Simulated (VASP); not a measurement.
**SiC2: single point with PBE-based screened hybrid**

Crystal: SiC2.

```
Si C
1.0
     2.46491    0.00000    0.00000
    -1.23245    2.13467    0.00000
     0.00000    0.00000    7.12745
Si C
1 2
Direct
  0.00000 0.00000 0.00000
  0.33333 0.66667 0.50000
  0.66667 0.33333 0.50000
```

- Program: VASP 6.6.1
- Task: single point
- Functional: PBE-based screened hybrid
- Potentials or basis: VASP PAW PBE potentials, release 64 (Si, C)
- Cutoff: 520 eV
- k mesh: 6 × 6 × 2
- Occupations: fermi-dirac, width 0.05 eV
- Spin: no spin polarisation
- Dipole correction: no
- Grid for exact exchange (PRECFOCK): Normal
- Share of exact exchange: 0.2
- Further INCAR settings: ALGO = Normal; EDIFF = 1e-06; NBANDS = 13
- Screening parameter: 0.2 1/Å

```json
{
  "Pressure": "0.0 GPa",
  "Band gap on the k mesh": "zero (band 6 reaches 5.22 eV, above the bottom of band 7 at 5.15 eV)"
}
```

Forces on the atoms (eV/Å):
```
Si   0.000  0.000  0.000
C   -0.002  0.001  0.000
C    0.002 -0.001  0.000
```

Stress tensor (GPa, compression positive):
```
-1.38 -0.01  0.00
-0.01 -1.40  0.00
 0.00  0.00  2.71
```

Levels at points of the mesh, in eV from the Fermi level:
```csv
k point,band 2,band 3,band 4,band 5,band 6,band 7,band 8,band 9,band 10,band 11
"(0.00, 0.00, 0.00)",-13.85,-8.89,-3.83,-3.83,-3.70,3.52,9.06,9.06,12.30,12.77
"(0.50, 0.00, 0.00)",-14.76,-7.44,-5.86,-4.73,-2.84,1.45,4.17,5.66,8.00,9.71
"(0.50, 0.50, 0.00)",-14.76,-7.44,-5.86,-4.73,-2.84,1.45,4.17,5.66,8.00,9.71
"(0.00, 0.00, 0.50)",-13.89,-8.60,-4.37,-3.83,-3.83,5.59,8.37,9.06,9.06,12.77
"(0.50, 0.00, 0.50)",-14.76,-7.44,-5.90,-4.76,-2.72,2.01,3.32,5.19,8.01,9.71
"(0.50, 0.50, 0.50)",-14.76,-7.44,-5.90,-4.75,-2.73,2.01,3.32,5.19,8.01,9.71
```

Run time: 4.5 min on 1 thread of Intel(R) Xeon(R) 6975P-C (Granite Rapids), with other jobs on the host, peak memory 0.25 GiB.

Caveat: the k points lie up to 0.49 Å⁻¹ apart; the PAW data sets were made with another functional, which shifts forces and pressure a little.
